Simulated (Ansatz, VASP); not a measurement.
## BeTlMo in VASP and in Ansatz

INCAR

```
SYSTEM = BeTlMo
PREC = Accurate ; ENCUT = 520
EDIFF = 1E-7 ; ISMEAR = 0
SIGMA = 0.1 ; LREAL = .False.
LASPH = .True. ; NELM = 100
ALGO = Fast ; ISIF = 2
LWAVE = .False. ; LCHARG = .False.
GGA = PE ; NBANDS = 38
```

Contents of KPOINTS:

```
regular mesh
0
Gamma
  6 6 4
  0 0 0
```

POSCAR

```
BeTlMo
1.0
    3.9043772411      0.0000000000      0.0000000000
    0.0000000000      3.9043772411      0.0000000000
    0.0000000000      0.0000000000      6.8006656782
Be Tl Mo
2 2 2
Direct
    0.0000000000      0.5000000000      0.3510000000
    0.5000000000      0.0000000000      0.6490000000
    0.0000000000      0.0000000000      0.0000000000
    0.5000000000      0.5000000000      0.0000000000
    0.0000000000      0.5000000000      0.7270000000
    0.5000000000      0.0000000000      0.2730000000
```

Input for Ansatz:

```yaml
crystal:
  lattice:
    - [3.9043772411, 0.0, 0.0]
    - [0.0, 3.9043772411, 0.0]
    - [0.0, 0.0, 6.8006656782]
  atoms:
    - { symbol: Be, position: [0.0, 0.5, 0.351] }
    - { symbol: Be, position: [0.5, 0.0, 0.649] }
    - { symbol: Tl, position: [0.0, 0.0, 0.0] }
    - { symbol: Tl, position: [0.5, 0.5, 0.0] }
    - { symbol: Mo, position: [0.0, 0.5, 0.727] }
    - { symbol: Mo, position: [0.5, 0.0, 0.273] }
basis:
  ecutwfc: 420
kpoints:
  mp_grid: { grid: [6, 6, 4] }
hamiltonian:
  xc: pbe
scf:
  occupations: { method: gaussian, width: 0.1 }
  lower_state_search: "off"
output:
  forces: true
  stress: true
  eigenvalues: true
```

Alike in both runs: task single point; functional PBE; k mesh 6 × 6 × 4; occupations gaussian, width 0.1 eV; no spin polarisation.

|  | VASP | Ansatz |
| --- | --- | --- |
| version | VASP 6.6.1 | Ansatz 0.2.0 |
| potentials or method | VASP PAW PBE potentials, release 64 (Be, Tl_d, Mo_sv), cutoff 520 eV | scalar-relativistic, plane waves, PAW |
| valence electrons in the cell | 58 | 58 |

|  | VASP | Ansatz | Ansatz less VASP |
| --- | --- | --- | --- |
| gap on the k mesh at the Fermi level (eV) | none | none | - |
| pressure (GPa) | 12.2 | 12.1 | -0.12 |
| traceless stress, the component that is largest in VASP (GPa) | 2.27 | 2.25 | -0.018 |
| rms of the force components (eV/Å) | 2.018 | 2.012 | -0.0062 |

Atom by atom the forces differ by 0.006 eV/Å (rms over components). A gap of «none» marks a metal or a gap that the smearing closes. The functional is the same, so the differences come from potentials, cutoffs and numerics.

Neither program's run includes spin-orbit coupling.
